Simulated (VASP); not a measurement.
## Si2C: single point with PBE

Si2C:

```
CELL_PARAMETERS angstrom
1.45778 -4.79817 0.00000
1.45778 4.79817 0.00000
0.00000 0.00000 4.78188
ATOMIC_POSITIONS crystal
Si 0.96856 0.03144 0.25000
Si 0.69016 0.30984 0.25000
Si 0.30984 0.69016 0.75000
Si 0.03144 0.96856 0.75000
C 0.32382 0.67618 0.25000
C 0.67618 0.32382 0.75000
```

```json
{
 "Program": "VASP 6.6.1",
 "Task": "single point",
 "Functional": "PBE",
 "Potentials or basis": "VASP PAW PBE potentials, release 64 (Si, C)",
 "Cutoff": "520 eV",
 "k mesh": "14 × 14 × 8",
 "Occupations": "gaussian, width 0.1 eV",
 "Spin": "no spin polarisation"
}
```

| Item | Value |
| --- | --- |
| Pressure | 0.0 GPa |
| Largest force | 0.011 eV/Å |
| Band gap on the k mesh | zero (bands 12 and 13 overlap by 4.17 eV) |

Forces in eV/Å, atoms in the order of the input:
```
Si   0.000  0.009  0.000
Si   0.000 -0.011  0.000
Si   0.000  0.011  0.000
Si   0.000 -0.009  0.000
C    0.000 -0.005  0.000
C    0.000  0.005  0.000
```

Stress tensor (GPa, compression positive):
```
 0.08  0.00  0.00
 0.00 -0.10  0.00
 0.00  0.00  0.01
```

Levels at points of the mesh, in eV from the Fermi level:
| k point | band 8 | band 9 | band 10 | band 11 | band 12 | band 13 | band 14 | band 15 | band 16 | band 17 |
| --- | --- | --- | --- | --- | --- | --- | --- | --- | --- | --- |
| (0.00, 0.00, 0.00) | -3.57 | -3.28 | -3.04 | -2.46 | 2.01 | 2.04 | 2.87 | 4.73 | 4.84 | 5.22 |
| (0.50, 0.00, 0.00) | -4.96 | -4.79 | -3.53 | -3.30 | -2.98 | -2.02 | 0.39 | 1.43 | 2.23 | 4.91 |
| (0.50, 0.50, 0.00) | -3.82 | -2.59 | -2.28 | -1.18 | 0.59 | 1.92 | 3.00 | 4.46 | 5.02 | 5.87 |
| (0.00, 0.00, 0.50) | -3.16 | -3.00 | -3.00 | 0.37 | 0.37 | 3.00 | 3.00 | 3.36 | 3.36 | 3.70 |
| (0.50, 0.00, 0.50) | -7.06 | -3.68 | -3.68 | -0.84 | -0.84 | 0.59 | 0.59 | 2.14 | 2.14 | 4.03 |
| (0.50, 0.50, 0.50) | -3.35 | -3.11 | -3.11 | -0.83 | -0.83 | 1.09 | 1.09 | 3.11 | 3.11 | 5.22 |

It took 7.5 min on 1 thread of Intel(R) Xeon(R) Platinum 8375C CPU @ 2.90GHz (Ice Lake), on a shared host, peak memory 0.45 GiB.
